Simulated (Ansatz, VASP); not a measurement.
## AlN in VASP and in Ansatz

```xyz
4
Lattice="3.4236 0.0000 0.0000 -1.7118 2.9650 0.0000 0.0000 0.0000 4.3286" Properties=species:S:1:pos:R:3 pbc="T T T"
Al    0.0000    1.9766    3.2464
Al    1.7118    0.9883    1.0821
N     0.0000    1.9766    1.0821
N     1.7118    0.9883    3.2464
```

Alike in both runs: task single point; functional LDA; k mesh 9 × 9 × 6; occupations gaussian, width 0.02 eV; no spin polarisation.

|  | VASP | Ansatz |
| --- | --- | --- |
| version | VASP 6.6.1 | Ansatz 0.2.0 |
| potentials or method | VASP PAW LDA potentials, release 64 (Al, N), cutoff 520 eV | scalar-relativistic, plane waves, PAW |
| valence electrons in the cell | 16 | 16 |

|  | VASP | Ansatz | Ansatz less VASP |
| --- | --- | --- | --- |
| gap on the k mesh at the Fermi level (eV) | 2.54 | 2.53 | -0.008 |
| least direct gap on the mesh (eV) | 2.54 | 2.53 | -0.008 |
| pressure (GPa) | -23.9 | -24.2 | -0.32 |
| traceless stress, the component that is largest in VASP (GPa) | 2.06 | 2.20 | +0.137 |

LDA's correlation is that of Perdew and Zunger in VASP and of Perdew and Wang (1992) in Ansatz.
